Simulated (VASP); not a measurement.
Wanted: the native input for a VASP 6.6.1 run.

| Item | Value |
| --- | --- |
| Task | single point |
| Functional | PBE |
| Potentials or basis | VASP PAW PBE potentials, release 64 (Hf_pv) |
| Cutoff | 500 eV |
| k mesh | 2 × 2 × 2 |
| Occupations | fermi-dirac, width 0.1 eV |
| Spin | no spin polarisation |
| Dipole correction | no |
| Further INCAR settings | ALGO = Normal; EDIFF = 1e-06; NBANDS = 28 |

The structure of Hf lies in POSCAR:

```
Hf
1.0
    4.4858275400      0.0000000000      0.0000000000
    0.0000000000      4.4858275400      0.0000000000
    0.0000000000      0.0000000000      4.4858275400
Hf
4
Direct
    0.5000000000      0.5000000000      0.0000000000
    0.0000000000      0.0000000000      0.0000000000
    0.5000000000      0.0000000000      0.5000000000
    0.0000000000      0.5000000000      0.5000000000
```

These files were run (other wordings do the same):

INCAR

```
SYSTEM = Hf
ALGO = Normal
EDIFF = 1E-6
ENCUT = 500
GGA = PE
GGA_COMPAT = .False.
ISIF = 2
ISMEAR = -1
LASPH = .True.
LCHARG = .False.
LREAL = .False.
LWAVE = .False.
NBANDS = 28
NELM = 120
PREC = Accurate
SIGMA = 0.1
```

KPOINTS

```
k-points
0
Gamma
  2 2 2
  0 0 0
```

Potentials or basis: VASP PAW PBE potentials, release 64 (Hf_pv).

The run is started by

```bash
$ cat potpaw_PBE.64/Hf_pv/POTCAR > POTCAR
$ mpirun -np 1 vasp_std > vasp.out
```

Results of the run:

```json
{
 "Pressure": "2.2 GPa",
 "Band gap on the k mesh": "zero (band 20 reaches 6.18 eV, above the bottom of band 21 at 4.38 eV)"
}
```

Caveat: the k points lie up to 0.70 Å⁻¹ apart; spin-orbit coupling is left out, which moves the levels of the heavy elements.

It took 27 s on 1 thread of Intel(R) Xeon(R) Platinum 8259CL CPU @ 2.50GHz (Skylake/Cascade Lake), on a shared host, peak memory 0.19 GiB.
